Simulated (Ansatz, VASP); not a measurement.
# One calculation of Si5Ge, two programs

```xyz
6
Lattice="5.0342 0.0000 0.0000 -2.5171 4.3597 0.0000 0.0000 0.0000 4.1598" Properties=species:S:1:pos:R:3 pbc="T T T"
Si    0.0000    2.9065    0.0000
Si    2.5171    1.4532    0.0000
Si    2.5171    0.0000    2.0799
Si    1.2585    2.1799    2.0799
Si   -1.2585    2.1799    2.0799
Ge    0.0000    0.0000    0.0000
```

Change from the starting cell: species swapped into the EuAg5 type (P6/mmm, No. 191).

Alike in both runs: task relaxation of cell and atoms; functional PBE; k mesh 6 × 6 × 4; occupations gaussian, width 0.1 eV; no spin polarisation.

|  | VASP | Ansatz |
| --- | --- | --- |
| version | VASP 6.6.1 | Ansatz 0.2.0 |
| potentials or method | VASP PAW PBE potentials, release 64 (Si, Ge_d), cutoff 600 eV | scalar-relativistic, plane waves, PAW |
| valence electrons in the cell | 34 | 34 |

|  | VASP | Ansatz | Ansatz less VASP |
| --- | --- | --- | --- |
| gap on the k mesh at the Fermi level, each at its own relaxed structure (eV) | none | none | - |
| relaxed volume (Å³/atom) | 16.44 | 16.43 | -0.003 |
| relaxed length of the cell vector where the two differ most in proportion (Å) | 4.638 | 4.643 | +0.0044 |

A gap of «none» marks a metal or a gap that the smearing closes.

The k mesh is coarse, so the values compare programs but aren't converged.
